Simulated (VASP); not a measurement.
Wanted: the native input for a VASP 6.6.1 run.

```yaml
Task: single point
Functional: PBE
Potentials_or_basis: VASP PAW PBE potentials, release 64 (P)
Cutoff: 520 eV
k_mesh: 17 × 17 × 17
Occupations: fermi-dirac, width 0.1 eV
Spin: no spin polarisation
Dipole_correction: no
Further_INCAR_settings: ALGO = Normal; EDIFF = 1e-06; NBANDS = 8
```

The structure of P lies in POSCAR:

```
P
1.0
    2.3145669232      0.0000000000      0.0000000000
    0.0000000000      2.3145669232      0.0000000000
    0.0000000000      0.0000000000      2.3145669232
P
1
Direct
    0.0000000000      0.0000000000      0.0000000000
```

This cell differs from its parent crystal: volume scaled by 0.85.

The input as run:

INCAR

```
PREC = Accurate
ENCUT = 520
EDIFF = 1E-6
ISMEAR = -1
SIGMA = 0.1
LREAL = F
LASPH = T
NELM = 80
ALGO = Normal
ISIF = 2
LWAVE = F
LCHARG = F
GGA = PE
NBANDS = 8
```

KPOINTS

```
regular mesh
0
Gamma
  17 17 17
```

Potentials or basis: VASP PAW PBE potentials, release 64 (P).

Command:

```console
$ cat potpaw_PBE.64/P/POTCAR > POTCAR
$ mpirun -np 1 vasp_std > vasp.out
```

Results of the run:

* Pressure: 26.8 GPa

Run time: 8.1 s on 1 thread of Intel Xeon 6975P-C, on a shared host, peak memory 0.12 GiB.
